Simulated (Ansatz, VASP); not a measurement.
**GaSn4S3 in VASP and in Ansatz**

```
CELL_PARAMETERS angstrom
4.09872 0.00000 0.00000
0.00000 4.09872 0.00000
0.00000 0.00000 11.66739
ATOMIC_POSITIONS crystal
Ga 0.50000 0.50000 0.00000
Sn 0.50000 0.50000 0.24962
Sn 0.50000 0.50000 0.75038
Sn 0.00000 0.00000 0.00000
Sn 0.00000 0.00000 0.50000
S 0.50000 0.50000 0.50000
S 0.00000 0.00000 0.74636
S 0.00000 0.00000 0.25364
```

Alike in both runs: functional PBE; k mesh 8 × 8 × 4; occupations gaussian, width 0.1 eV; no spin polarisation.

Ansatz relaxed the structure, and its values are those at the end. VASP's run is a single point on that final structure, the one shown.

|  | VASP | Ansatz |
| --- | --- | --- |
| version | VASP 6.6.1 | Ansatz 0.2.0 |
| potentials or method | VASP PAW PBE potentials, release 64 (Ga_d, Sn_d, S), cutoff 520 eV | scalar-relativistic, plane waves, PAW |
| valence electrons in the cell | 87 | 87 |

Ansatz gave:

```
gap on the k mesh at the Fermi level (eV) : none
pressure (GPa)                            : 0.0
```

Q: What did VASP give for the same quantities?

A: gap on the k mesh at the Fermi level (eV): none; pressure (GPa): -0.1.

A gap of «none» marks a metal or a gap that the smearing closes. With one functional, cell and mesh, what is left measures potentials, basis and numerics.
